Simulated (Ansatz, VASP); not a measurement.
## HCl in VASP and in Ansatz

```xyz
24
Lattice="8.7642 0.0000 0.0000 0.0000 8.7642 0.0000 0.0000 0.0000 8.7642" Properties=species:S:1:pos:R:3 pbc="T T T"
Cl    4.4159    6.2105    1.2122
Cl    2.0283    4.3864    3.3108
Cl    9.0771    7.8620    1.6042
Cl    2.7085    1.8753    8.3056
Cl    0.1164    5.1138    8.0029
Cl    5.2741    3.9105    4.8191
Cl    8.6574    2.2138    5.8840
Cl    4.8915    0.5451    3.2531
Cl    4.3914    7.5639    6.2925
Cl    7.9581    7.1497    4.9949
Cl    6.4961    9.4669    8.2077
Cl    7.3725    3.2261    1.8301
H     5.3874    5.4446    1.6135
H     2.8037    4.9892    2.4313
H     8.1408    8.4366    0.8949
H     1.7930    1.8373    7.3771
H    -0.0508    4.1220    7.1582
H     4.0158    4.0306    4.5158
H     7.8208    1.5891    6.6938
H     4.6978   -0.5266    2.5248
H     4.6285    8.2239    5.1794
H     8.2876    7.5509    3.7983
H     5.7885    8.6462    7.4310
H     8.1104    3.8459    0.9456
```

Alike in both runs: functional PBE; dispersion D3(BJ); k mesh 1 × 1 × 1; occupations fermi-dirac, width 0.02 eV; no spin polarisation.

Ansatz relaxed the structure, and its values are those at the end. VASP's run is a single point on that final structure, the one shown.

```csv
,VASP,Ansatz
version,VASP 6.6.1,Ansatz 0.2.0
potentials or method,"VASP PAW PBE potentials, release 64 (Cl, H), cutoff 520 eV","scalar-relativistic, plane waves, PAW"
valence electrons in the cell,96,96
```

VASP gave:

| Quantity | Value |
| --- | --- |
| rms of the force components (eV/Å) | 0.138 |

Q: What did Ansatz give for the same quantities?

A: rms of the force components (eV/Å): 0.093.
